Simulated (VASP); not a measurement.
# Tl: single point with BLYP

Crystal: Tl.

```
CELL_PARAMETERS angstrom
3.72721 0.00000 0.00000
-1.86360 3.22786 0.00000
0.00000 0.00000 5.68291
ATOMIC_POSITIONS crystal
Tl 0.33333 0.66667 0.25000
Tl 0.66667 0.33333 0.75000
```

* Program: VASP 6.6.1
* Task: single point
* Functional: BLYP
* Potentials or basis: VASP PAW PBE potentials, release 64 (Tl_d)
* Cutoff: 520 eV
* k mesh: 16 × 16 × 9
* Occupations: fermi-dirac, width 0.1 eV
* Spin: no spin polarisation
* Dipole correction: no
* Further INCAR settings: ALGO = Normal; EDIFF = 1e-07; NBANDS = 20

The pressure is 0.9 GPa. The band gap on the k mesh is zero (bands 13 and 14 overlap by 3.98 eV).

Stress tensor (GPa, compression positive):
```
0.79 0.00 0.00
0.00 0.79 0.00
0.00 0.00 1.04
```

Levels at points of the mesh, in eV from the Fermi level:
```tsv
k point	band 10	band 11	band 12	band 13	band 14	band 15	band 16	band 17
(0.00, 0.00, 0.00)	-11.17	-9.04	-4.97	-2.01	6.16	6.16	8.01	8.01
(0.50, 0.00, 0.00)	-11.13	-5.95	-4.79	-0.67	0.78	1.30	3.08	3.56
```

It took 4.4 min on 1 thread of Intel Xeon 8259CL, with other jobs on the host, peak memory 0.29 GiB.

Caveat: the PAW data sets were made with another functional, which shifts forces and pressure a little; spin-orbit coupling is left out, which moves the levels of the heavy elements.
